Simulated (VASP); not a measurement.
Wanted: the native input for a VASP 6.6.1 run.

* Task: electric field gradients
* Functional: PBE
* Potentials or basis: VASP PAW PBE potentials, release 64 (Sb)
* Cutoff: 520 eV
* k mesh: 9 × 9 × 9
* Occupations: fermi-dirac, width 0.05 eV
* Spin: no spin polarisation
* Dipole correction: no
* Further INCAR settings: ALGO = Normal; EDIFF = 1e-08; NBANDS = 12

The structure of Sb lies in POSCAR:

```
Sb
1.0
    2.1789009502      1.2579890502      3.7932688079
   -2.1789009502      1.2579890502      3.7932688079
    0.0000000000     -2.5159781002      3.7932688079
Sb
2
Direct
    0.2336400000      0.2336400000      0.2336400000
    0.7663600000      0.7663600000      0.7663600000
```

The input as run:

INCAR

```
SYSTEM = Sb
PREC = Accurate ; ENCUT = 520
EDIFF = 1E-8 ; ISMEAR = -1
SIGMA = 0.05 ; LREAL = .FALSE.
LASPH = .TRUE. ; NELM = 80
ALGO = Normal ; ISIF = 2
LWAVE = .FALSE. ; LCHARG = .FALSE.
GGA = PE ; LEFG = .TRUE.
NBANDS = 12
```

KPOINTS

```
regular mesh
0
G
  9 9 9
  0 0 0
```

Potentials or basis: VASP PAW PBE potentials, release 64 (Sb).

Launch:

```console
$ cat potpaw_PBE.64/Sb/POTCAR > POTCAR
$ mpirun -np 1 vasp_std > vasp.out
```

It gave:

The pressure is 0.8 GPa. The largest force is 0.038 eV/Å and the largest electric field gradient by atom is Sb -45.7 V/Å².

Caveat: without QUAD_EFG the Cq values of the log hold for a quadrupole moment of 1 mb, not for the nuclei.

Run time: 29 s on 1 thread of AMD EPYC 9R45 96-Core Processor (Zen 5), on a shared host, peak memory 0.2 GiB.
